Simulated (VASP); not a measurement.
Crystal: Ni.

```
CELL_PARAMETERS angstrom
0.00000 1.76715 1.76715
1.76715 0.00000 1.76715
1.76715 1.76715 0.00000
ATOMIC_POSITIONS crystal
Ni 0.00000 0.00000 0.00000
```

Base run:

* Program: VASP 6.6.1
* Functional: r2SCAN
* Potentials or basis: VASP PAW PBE potentials, release 64 (Ni)
* Cutoff: 520 eV
* k mesh: 11 × 11 × 11
* Occupations: fermi-dirac, width 0.05 eV
* Spin: collinear spin, ferromagnetic start
* Starting moments: [0.82] μB
* Fixed moment: 0.82 μB

Its results: pressure -8.0 GPa; site moments Ni +0.84 μB.

Q: The run is repeated on the same cell with these changes: fixed moment from 0.82 μB to 2.18 μB; moments at the start from [0.82] to [2.18]. What comes out?

A: Pressure 24.5 GPa; site moments Ni +2.06 μB.

Caveats: the PAW data sets were made with another functional, which shifts forces and pressure a little; the total moment is fixed, so each spin has its own Fermi level.
